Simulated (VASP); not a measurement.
Set up this calculation in VASP 6.6.1, as the native input.

- Task: single point
- Functional: PBE
- Potentials or basis: VASP PAW PBE potentials, release 64 (Ba_sv, Hf_pv, O)
- Cutoff: 520 eV
- k mesh: 6 × 6 × 6
- Occupations: gaussian, width 0.02 eV
- Spin: no spin polarisation
- Dipole correction: no
- Further INCAR settings: ALGO = Normal; EDIFF = 1e-06; NBANDS = 27

The structure of BaHfO3 lies in POSCAR:

```
BaHfO3
1.0
    4.3233821191      0.0000000000      0.0000000000
    0.0000000000      4.3233821191      0.0000000000
    0.0000000000      0.0000000000      4.1991105293
Ba Hf O
1 1 3
Direct
    0.5000000000      0.5000000000      1.0117617338
    0.0000000000      0.0000000000      0.5011982434
    0.0000000000      0.5000000000      0.5032582600
    0.5000000000      0.0000000000      0.5032582600
    0.0000000000      0.0000000000      0.9705452929
```

This cell differs from its parent crystal: strained.

One way to write it, as run:

INCAR

```
  PREC = Accurate
  ENCUT = 520
  EDIFF = 1E-6
  ISMEAR = 0
  SIGMA = 0.02
  LREAL = False
  LASPH = True
  NELM = 100
  ALGO = Normal
  ISIF = 2
  LWAVE = False
  LCHARG = False
  GGA = PE
  NBANDS = 27
```

KPOINTS

```
regular mesh
0
Gamma
  6 6 6
```

Potentials or basis: VASP PAW PBE potentials, release 64 (Ba_sv, Hf_pv, O).

Command:

```bash
$ cat potpaw_PBE.64/Ba_sv/POTCAR potpaw_PBE.64/Hf_pv/POTCAR potpaw_PBE.64/O/POTCAR > POTCAR
$ mpirun -np 1 vasp_std > vasp.out
```

Results of the run:

```
Pressure               : -6.5 GPa
Largest force          : 1.645 eV/Å
Band gap on the k mesh : 3.35 eV, indirect (least direct gap 3.66 eV)
```

Caveat: the cell differs from its parent crystal (strained); spin-orbit coupling is left out, which moves the levels of the heavy elements; forces of over 1 eV/Å act on the atoms, so gaps and moduli don't describe the material at rest.

Run time: 24 s on 1 thread of Intel(R) Xeon(R) 6975P-C (Granite Rapids) (shared host), peak memory 0.22 GiB.
